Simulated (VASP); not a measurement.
Runs of VASP 6.6.1 on As. The typed cell holds 2 atoms: a = 2.704 Å, b = 2.704 Å, c = 5.407 Å, α = 90.00°, β = 90.00°, γ = 90.00°. 

| screening parameter | gap on the mesh (eV) | pressure (GPa) | largest force (eV/Å) |
| --- | --- | --- | --- |
| 0.6 1/Å | none | -0.1 | 0.29 |
| 0.3 1/Å | none | (a) | 0.32 |
| 0.4 1/Å | none | -1.0 | 0.31 |
| 0.15 1/Å | none | -2.5 | 0.32 |

Alike in all rows: task single point; level PBE-based screened hybrid with 25 % exact exchange; potentials or basis VASP PAW PBE potentials, release 64 (As); no spin polarisation; cell as given; k mesh 5 × 5 × 3; cutoff (eV) 520; smearing fermi-dirac 0.05 eV.

**Question.** Estimate the missing entries.

**Answer.** (a) -1.5.

Caveats: all runs use coarse meshes; the PAW data sets were made with another functional, which shifts forces and pressure a little.

A k mesh can miss the band edges, and the runs leave out spin-orbit coupling on As.

A gap of «none» marks levels without a gap at the run's occupations.
